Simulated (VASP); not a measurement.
Runs of VASP 6.6.1 on Fe. It takes space group Im-3m (No. 229, cubic). Conventional cell: a = 2.895 Å, b = 2.895 Å, c = 2.895 Å, α = 90.00°, β = 90.00°, γ = 90.00°. Within 3.3 Å of Fe (site symmetry m-3m) lie 14 Fe at 2.51 to 2.90 Å. 

```tsv
fixed moment (μB)	pressure (GPa)	moment (μB)
2.08	-14.3	2.08
-	-10.2	2.32
4.16	(b)	4.16
1.04	(a)	1.04
```

Alike in all rows: task single point; level PBE; potentials or basis VASP PAW PBE potentials, release 64 (Fe); spin collinear, ferromagnetic start; cell as given; k mesh 13 × 13 × 13; cutoff (eV) 600; smearing fermi-dirac 0.05 eV.

Q: Estimate the missing entries.

A: (a) -23.6; (b) 56.8.

Caveats: the total moment is fixed, so each spin has its own Fermi level (some runs).
